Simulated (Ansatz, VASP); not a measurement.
**ZrC in VASP and in Ansatz**

Contents of INCAR:

```
PREC = Accurate
ENCUT = 520
EDIFF = 1E-7
ISMEAR = -1
SIGMA = 0.05
LREAL = F
LASPH = T
NELM = 60
ALGO = Normal
ISIF = 2
LWAVE = F
LCHARG = F
GGA = PS
NBANDS = 15
```

File KPOINTS:

```
Automatic mesh
0
Gamma
  10 10 10
```

The input POSCAR:

```
ZrC
1.0
    0.0000000000      2.3650000000      2.3650000000
    2.3650000000      0.0000000000      2.3650000000
    2.3650000000      2.3650000000      0.0000000000
Zr C
1 1
Direct
    0.5000000000      0.5000000000      0.5000000000
    0.0000000000      0.0000000000      0.0000000000
```

File input.yaml:

```yaml
crystal:
  lattice:
    - [0.0, 2.365, 2.365]
    - [2.365, 0.0, 2.365]
    - [2.365, 2.365, 0.0]
  atoms:
    - { symbol: Zr, position: [0.5, 0.5, 0.5] }
    - { symbol: C, position: [0.0, 0.0, 0.0] }
kpoints:
  mp_grid: { grid: [10, 10, 10] }
scf:
  occupations: { method: fermi_dirac, width: 0.05 }
hamiltonian:
  xc: pbesol
  pseudopotentials: { kind: all_electron, lapw: { basis_error: 0.0005 } }
output:
  forces: true
  stress: true
  eigenvalues: true
```

Alike in both runs: task single point; functional PBEsol; k mesh 10 × 10 × 10; occupations fermi-dirac, width 0.05 eV; no spin polarisation.

|  | VASP | Ansatz |
| --- | --- | --- |
| version | VASP 6.6.1 | Ansatz 0.2.0 |
| potentials or method | VASP PAW PBE potentials, release 64 (Zr_sv, C), cutoff 520 eV | all-electron LAPW, scalar-relativistic |

|  | VASP | Ansatz | Ansatz less VASP |
| --- | --- | --- | --- |
| gap on the k mesh at the Fermi level (eV) | none | none | - |
| pressure (GPa) | -8.2 | -8.4 | -0.28 |

VASP's potentials were made for PBE, not for PBEsol. A gap of «none» marks a metal or a gap that the smearing closes. Ansatz ran all-electron here, and VASP with PAW potentials.
